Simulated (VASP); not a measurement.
A run of VASP 6.6.1:

File POSCAR:

```
PbF2
1.0
    0.0000000000      2.9458082836      2.9458082836
    2.9458082836      0.0000000000      2.9458082836
    2.9458082836      2.9458082836      0.0000000000
Pb F
1 2
Direct
    0.0000000000      0.0000000000      0.0000000000
    0.2500000000      0.2500000000      0.2500000000
    0.7500000000      0.7500000000      0.7500000000
```

INCAR.step1

```
PREC = Accurate
ENCUT = 520
EDIFF = 1E-5
ISMEAR = 0
SIGMA = 0.01
LREAL = False
LASPH = True
NELM = 60
ALGO = Normal
ISIF = 2
LWAVE = True
LCHARG = False
NBANDS = 21
GGA = PE
```

INCAR.step2

```
PREC = Accurate
ENCUT = 520
EDIFF = 1E-6
ISMEAR = 0
SIGMA = 0.01
LREAL = False
LASPH = True
NELM = 60
ALGO = Normal
ISIF = 2
LWAVE = False
LCHARG = False
GGA = PE
LHFCALC = True
HFSCREEN = 0.2079
PRECFOCK = Normal
NBANDS = 21
ISTART = 1
```

Contents of KPOINTS:

```
regular mesh
0
Gamma
  4 4 4
```

Potentials or basis: VASP PAW PBE potentials, release 64 (Pb_d, F).

The run is started by

```sh
$ cat potpaw_PBE.64/Pb_d/POTCAR potpaw_PBE.64/F/POTCAR > POTCAR
$ cp INCAR.step1 INCAR
$ mpirun -np 1 vasp_std > vasp.out
$ cp INCAR.step2 INCAR
$ mpirun -np 1 vasp_std > vasp.out
```

Hardware: 1 thread of Oxide Virtual Turin-like Processor, with other jobs on the host.

Question: Estimate the wall time of this run.

Answer: Run time: 13 min on 1 thread of Oxide Virtual Turin-like Processor, with other jobs on the host, peak memory 0.26 GiB. Counts: k points 8.
